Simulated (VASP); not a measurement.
# Ge (Cmmm) in VASP: a series of runs

Runs on Ge. Level: PBE. Tasks: single point.

Everything below comes from runs of VASP 6.6.1. Logs are shortened: lines on timing, memory, paths and dates and some standing lists are left out, and cuts for length are marked.

## 1. The cell of the first run

It takes space group Cmmm (No. 65, orthorhombic). The conventional cell has a = 2.655 Å, b = 4.941 Å, c = 2.563 Å, α = 90.00°, β = 90.00°, γ = 90.00°. Within 3.4 Å of Ge (site symmetry mmm) lie 8 Ge at 2.56 to 2.80 Å.

## 2. Single point, PBE (strain -0.050 along x and y, -0.050 along z)

INCAR reads:

```
SYSTEM = Ge
PREC = Accurate ; ENCUT = 520
EDIFF = 1E-6 ; ISMEAR = 0
SIGMA = 0.15 ; LREAL = .False.
LASPH = .True. ; NELM = 60
ALGO = Normal ; ISIF = 2
LWAVE = .False. ; LCHARG = .False.
GGA = PE ; NBANDS = 13
```

KPOINTS reads:

```
Automatic mesh
0
Gamma
  20 20 18
  0 0 0
```

POSCAR reads:

```
Ge
1.0
    1.3272915500     -2.4704902000      0.0000000000
    1.3272915500      2.4704902000      0.0000000000
    0.0000000000      0.0000000000      2.5633194500
Ge
1
Direct
    0.5000000000      0.5000000000      0.0000000000
```

Potentials or basis: VASP PAW PBE potentials, release 64 (Ge_d).

On the command line:

```bash
$ cat potpaw_PBE.64/Ge_d/POTCAR > POTCAR
$ mpirun -np 1 vasp_std > vasp.out
```

OUTCAR:

```text
SYSTEM = Ge
   PREC = Accurate
   ENCUT = 520
   EDIFF = 1E-6
   ISMEAR = 0
   LREAL = .False.
   LASPH = .True.
   NELM = 60
   ISIF = 2
   GGA = PE

 ion  position               nearest neighbor table
   1  0.500  0.500  0.000-

  LATTYP: Found a base centered orthorhombic cell.
 ALAT       =     2.6545831000
 B/A-ratio  =     1.8613018368
 C/A-ratio  =     0.9656203454

  Lattice vectors:

 A1 = (   1.3272915500,  -2.4704902000,   0.0000000000)
 A2 = (   1.3272915500,   2.4704902000,   0.0000000000)
 A3 = (   0.0000000000,   0.0000000000,   2.5633194500)

Analysis of symmetry for initial positions (statically):
=====================================================================
 Subroutine PRICEL returns:
 Original cell was already a primitive cell.

 Routine SETGRP: Setting up the symmetry group for a
 base centered orthorhombic supercell.

 Subroutine GETGRP returns: Found  8 space group operations
 (whereof  8 operations were pure point group operations)
 out of a pool of  8 trial point group operations.

The static configuration has the point symmetry D_2h.

Analysis of symmetry for dynamics (positions and initial velocities):
=====================================================================
 Subroutine PRICEL returns:
 Original cell was already a primitive cell.

 Routine SETGRP: Setting up the symmetry group for a
 base centered orthorhombic supercell.

 Subroutine GETGRP returns: Found  8 space group operations
 (whereof  8 operations were pure point group operations)
 out of a pool of  8 trial point group operations.

The dynamic configuration has the point symmetry D_2h.

 Subroutine INISYM returns: Found  8 space group operations
 (whereof  8 operations are pure point group operations),
 and found     1 'primitive' translations

----------------------------------------------------------------------------------------

                                     Primitive cell

  volume of cell :      16.8106

  direct lattice vectors                    reciprocal lattice vectors
     1.327291550 -2.470490200  0.000000000     0.376706986 -0.202388983  0.000000000
     1.327291550  2.470490200  0.000000000     0.376706986  0.202388983  0.000000000
     0.000000000  0.000000000  2.563319450     0.000000000  0.000000000  0.390119148

  length of vectors
     2.804465134  2.804465134  2.563319450     0.427632382  0.427632382  0.390119148

  position of ions in fractional coordinates (direct lattice)
     0.500000000  0.500000000  0.000000000

  ion indices of the primitive-cell ions
   primitive index   ion index
                 1           1

----------------------------------------------------------------------------------------

 KPOINTS: Automatic mesh

Automatic generation of k-mesh.
 Grid dimensions read from file:
 generate k-points for:   20   20   18

 Generating k-lattice:

  Cartesian coordinates                     Fractional coordinates (reciprocal lattice)
     0.018835349 -0.010119449  0.000000000     0.050000000  0.000000000  0.000000000
     0.018835349  0.010119449  0.000000000     0.000000000  0.050000000  0.000000000
     0.000000000  0.000000000  0.021673286     0.000000000  0.000000000  0.055555556

  Length of vectors
     0.021381619  0.021381619  0.021673286

  Shift w.r.t. Gamma in fractional coordinates (k-lattice)
     0.000000000  0.000000000  0.000000000

 Subroutine IBZKPT returns following result:
 ===========================================

 Found   1110 irreducible k-points:

 Following reciprocal coordinates:
            Coordinates               Weight
  0.000000  0.000000  0.000000      1.000000
  0.050000  0.000000  0.000000      4.000000
  0.100000  0.000000  0.000000      4.000000
  0.150000  0.000000  0.000000      4.000000
  0.200000  0.000000  0.000000      4.000000
  0.250000  0.000000  0.000000      4.000000
[... 16 lines left out ...]
 -0.400000  0.050000  0.000000      4.000000
 -0.350000  0.050000  0.000000      4.000000
 [... further k-points ...]
   k-points           NKPTS =   1110   k-points in BZ     NKDIM =   1110   number of bands    NBANDS=     13
   number of dos      NEDOS =    301   number of ions     NIONS =      1
   total plane-waves  NPLWV =  11520
   dimension x,y,z NGX =    24 NGY =   24 NGZ =   20
   dimension x,y,z NGXF=    48 NGYF=   48 NGZF=   40
   ions per type =               1
   NGX,Y,Z   is equivalent  to a cutoff of  14.23, 14.23, 12.97 a.u.
   NGXF,Y,Z  is equivalent  to a cutoff of  28.45, 28.45, 25.94 a.u.
 SYSTEM =  Ge
   PREC   = accura    normal or accurate (medium, high low for compatibility)
   ISTART =      0    job   : 0-new  1-cont  2-samecut
   ICHARG =      2    charge: 1-file 2-atom 10-const
   ISPIN  =      1    spin polarized calculation?
   LNONCOLLINEAR =      F non collinear calculations
   LSORBIT =      F    spin-orbit coupling
   LASPH  =      T    aspherical Exc in radial PAW
   ENCUT  =  520.0 eV  38.22 Ry    6.18 a.u.   5.21  5.21  4.77*2*pi/ulx,y,z
   NELM   =     60;   NELMIN=  2; NELMDL= -5     # of ELM steps
   EDIFF  = 0.1E-05   stopping-criterion for ELM
   LREAL  =      F    real-space projection
   EDIFFG = 0.1E-04   stopping-criterion for IOM
   NSW    =      0    number of steps for IOM
   IBRION =     -1    ionic relax: 0-MD 1-quasi-New 2-CG
   NFREE  =      0    steps in history (QN), initial steepest desc. (CG)
   ISIF   =      2    stress and relaxation
   ISYM   =      2    0-nonsym 1-usesym 2-fastsym
   POTIM  = 0.5000    time-step for ionic-motion
   TEBEG  =    0.0;   TEEND  =   0.0 temperature during run
   PSTRESS=    0.0 pullay stress
   NELECT =      14.0000    total number of electrons
   NUPDOWN=      -1.0000    fix difference up-down
   EMIN   =  10.00;   EMAX   =-10.00  energy-range for DOS
   EFERMI =   0.00;   METHOD = LEGACY
   ISMEAR =     0;   SIGMA  =   0.15  broadening in eV -4-tet -1-fermi 0-gaus
   EFERMI_NEDOS =   21; number of points for ismear=-14 and -15
   IALGO  =     38    algorithm
   IMIX   =      4    mixing-type and parameters
     AMIX     =   0.40;   BMIX     =  1.00
     AMIX_MAG =   1.60;   BMIX_MAG =  1.00
  volume/ion in A,a.u.               =      16.81       113.44
  Fermi-wavevector in a.u.,A,eV,Ry     =   1.540246  2.910643 32.277890  2.372358
  Thomas-Fermi vector in A             =   2.646360
   LORBIT       =      0    0 simple, 1 ext, 2 COOP (PROOUT), +10 PAW based schemes
   GGA     = PE    functional components
   LHFCALC =     F    Hartree Fock is set to
   AEXX    =    0.0000 exact exchange contribution
   IVDW    =     0    specifies the selected vdW correction
   LEPSILON=     F    determine dielectric tensor
   LRPA    =     F    only Hartree local field effects (RPA)
 non-spin polarized calculation
 Gauss-broadening in eV      SIGMA  =   0.15
  energy-cutoff  :      520.00
  volume of cell :       16.81
 maximum number of plane-waves:       466
 NGX is ok and might be reduce to    24
   NGX = 11   NGY = 11   NGZ =  9

 number of electron      14.0000005 magnetization

 Free energy of the ion-electron system (eV)
  ---------------------------------------------------
  ext. energy  EPLUGINS =         0.00000000
  ---------------------------------------------------
  free energy    TOTEN  =        -4.17503757 eV

  energy without entropy =       -4.17050744  energy(sigma->0) =       -4.17277250

 E-fermi :   8.0185     XC(G=0): -11.8227

 val. band max:        8.0153743800   @ k =  -0.3500   0.2000   0.2778
 cond. band min:       8.0186173317   @ k =  -0.3000   0.0500   0.2778
 fundamental gap:      0.0032429517
 Fermi energy:         8.0184956518

 k-point     1 :       0.0000    0.0000    0.0000
  band No.  band energies     occupation
      1     -16.9645      2.00000
      2     -16.8545      2.00000
      3     -16.7771      2.00000
      4     -16.6259      2.00000
      5     -16.6044      2.00000
      6      -6.2584      2.00000
      7      15.4837      0.00000
      8      16.2364      0.00000
      9      18.0307      0.00000
     10      18.7766      0.00000
     11      21.4766      0.00000
     12      24.0636      0.00000
     13      24.1443      0.00000

 k-point     2 :       0.0500    0.0000    0.0000
  band No.  band energies     occupation
      1     -16.9616      2.00000
      2     -16.8504      2.00000
      3     -16.7778      2.00000
      4     -16.6265      2.00000
      5     -16.6063      2.00000
      6      -6.1899      2.00000
      7      15.5535      0.00000
      8      15.9197      0.00000
      9      17.2027      0.00000
     10      19.0950      0.00000
     11      21.6140      0.00000
     12      22.6445      0.00000
     13      25.2833      0.00000

 k-point     3 :       0.1000    0.0000    0.0000
  band No.  band energies     occupation
      1     -16.9536      2.00000
      2     -16.8393      2.00000
      3     -16.7789      2.00000
      4     -16.6284      2.00000
      5     -16.6118      2.00000
      6      -5.9841      2.00000
      7      14.9636      0.00000
      8      15.7617      0.00000
      9      15.8570      0.00000
     10      19.3381      0.00000
     11      20.8942      0.00000
     12      23.0788      0.00000
     13      26.3878      0.00000
[... 305 lines left out ...]
 k-point    23 :      -0.4000    0.0500    0.0000
  band No.  band energies     occupation
      1     -16.9135      2.00000
      2     -16.8076      2.00000
      3     -16.6785      2.00000
      4     -16.6659      2.00000
      5     -16.6391      2.00000
      6      -2.4233      2.00000
      7       4.9171      2.00000
      8      11.3095      0.00000
      9      17.3040      0.00000
     10      19.0083      0.00000
     11      23.3047      0.00000
     12      28.2504      0.00000
     13      29.4215      0.00000

 k-point    24 :      -0.3500    0.0500    0.0000
  band No.  band energies     occupation
      1     -16.9128      2.00000
      2     -16.8138      2.00000
      3     -16.6916      2.00000
      4     -16.6683      2.00000
      5     -16.6362      2.00000
      6      -3.3623      2.00000
      7       6.6491      2.00000
      8      11.6380      0.00000
      9      17.7748      0.00000
     10      18.2329      0.00000
     11      22.4829      0.00000
     12      29.7739      0.00000
     13      30.4938      0.00000

 [... further k-points ...]

------------------------ aborting loop because EDIFF is reached ----------------------------------------

  FORCE on cell =-STRESS in cart. coord.  units (eV):
  Direction    XX          YY          ZZ          XY          YZ          ZX
  --------------------------------------------------------------------------------------
  -------------------------------------------------------------------------------------
  Total        1.6230815      1.1274761      1.3666531      0.0000000      0.0000000      0.0000000
  in kB      154.6923074    107.4572560    130.2526795      0.0000000      0.0000000      0.0000000
  external PRESSURE =     130.8007476 kB  Pullay stress =       0.0000000 kB

 VOLUME and BASIS-vectors are now :
 -----------------------------------------------------------------------------
  energy-cutoff  :      520.00
  volume of cell :       16.81
      direct lattice vectors                 reciprocal lattice vectors
     1.327291550 -2.470490200  0.000000000     0.376706986 -0.202388983  0.000000000
     1.327291550  2.470490200  0.000000000     0.376706986  0.202388983  0.000000000
     0.000000000  0.000000000  2.563319450     0.000000000  0.000000000  0.390119148

 POSITION                                       TOTAL-FORCE (eV/Angst)
 -----------------------------------------------------------------------------------
      1.32729      0.00000      0.00000         0.000000      0.000000      0.000000
 -----------------------------------------------------------------------------------
    total drift:                               -0.000000     -0.000000     -0.000000

  FREE ENERGIE OF THE ION-ELECTRON SYSTEM (eV)
  ---------------------------------------------------
  free  energy   TOTEN  =        -4.1750375668 eV

  energy  without entropy=       -4.1705074425  energy(sigma->0) =       -4.17277250
```

Run time: 4.7 min. Hardware: 1 thread of AMD EPYC 7R13, shared host; peak memory 0.29 GiB.

Results:

```yaml
Free_energy: -4.1750 eV
Pressure: 13.1 GPa
Band_gap_on_the_k_mesh: zero (bands 7 and 8 overlap by 11.26 eV)
```

Levels at points of the mesh, in eV from the Fermi level:
```csv
k point,band 5,band 6,band 7,band 8,band 9,band 10
"(0.00, 0.00, 0.00)",-24.62,-14.28,7.47,8.22,10.01,10.76
"(0.50, 0.00, 0.00)",-24.65,-8.17,-6.33,3.79,7.85,12.28
"(0.50, 0.50, 0.00)",-24.64,-9.18,-6.60,5.83,9.73,11.47
"(0.00, 0.00, 0.50)",-24.69,-9.72,-6.80,11.79,13.62,17.39
"(0.50, 0.00, 0.50)",-24.52,-3.05,-2.75,-2.01,3.29,7.29
"(0.50, 0.50, 0.50)",-24.55,-4.20,-2.96,-2.76,2.85,9.37
```

Caveat: the cell differs from its parent crystal (strain -0.050 along x and y, -0.050 along z); the cell stands under pressure.

## 3. Single point, PBE (strain -0.050 along x and y, -0.025 along z)

INCAR reads:

```
SYSTEM = Ge
  ALGO = Normal
  EDIFF = 1E-6
  ENCUT = 520
  GGA = PE
  ISIF = 2
  ISMEAR = 0
  LASPH = .TRUE.
  LCHARG = .FALSE.
  LREAL = .FALSE.
  LWAVE = .FALSE.
  NBANDS = 13
  NELM = 80
  PREC = Accurate
  SIGMA = 0.15
```

KPOINTS reads:

```
k-points
0
G
  20 20 18
  0 0 0
```

POSCAR: that of step 2 with these lines changed.

```diff
@@ -4,3 +4,3 @@
     1.3272915500      2.4704902000      0.0000000000
-    0.0000000000      0.0000000000      2.5633194500
+    0.0000000000      0.0000000000      2.6307752250
 Ge
```

Potentials or basis: VASP PAW PBE potentials, release 64 (Ge_d).

On the command line:

```bash
$ cat potpaw_PBE.64/Ge_d/POTCAR > POTCAR
$ mpirun -np 1 vasp_std > vasp.out
```

It took 5.2 min on 1 thread of AMD EPYC 7R13, shared host; peak memory 0.29 GiB.

The run converged. Its results:

```
Free energy            : -4.2015 eV
Pressure               : 10.2 GPa
Band gap on the k mesh : zero (bands 7 and 8 overlap by 10.25 eV)
```

Stress tensor (GPa, compression positive):
```
14.48  0.00  0.00
 0.00 10.30  0.00
 0.00  0.00  5.91
```

Levels at points of the mesh, in eV from the Fermi level:
| k point | band 5 | band 6 | band 7 | band 8 | band 9 | band 10 |
| --- | --- | --- | --- | --- | --- | --- |
| (0.00, 0.00, 0.00) | -24.58 | -14.01 | 6.62 | 8.47 | 10.20 | 10.28 |
| (0.50, 0.00, 0.00) | -24.60 | -7.88 | -6.11 | 4.03 | 8.07 | 11.42 |
| (0.50, 0.50, 0.00) | -24.60 | -8.90 | -6.38 | 6.07 | 9.94 | 10.61 |
| (0.00, 0.00, 0.50) | -24.66 | -9.91 | -6.59 | 11.65 | 13.48 | 17.26 |
| (0.50, 0.00, 0.50) | -24.50 | -3.27 | -2.88 | -1.73 | 3.36 | 7.16 |
| (0.50, 0.50, 0.50) | -24.52 | -4.41 | -3.09 | -2.49 | 2.92 | 9.24 |

Caveat: the cell differs from its parent crystal (strain -0.050 along x and y, -0.025 along z); the stress differs along the axes, from 6 to 14 GPa.

(Part 1 of 2 ends here.)
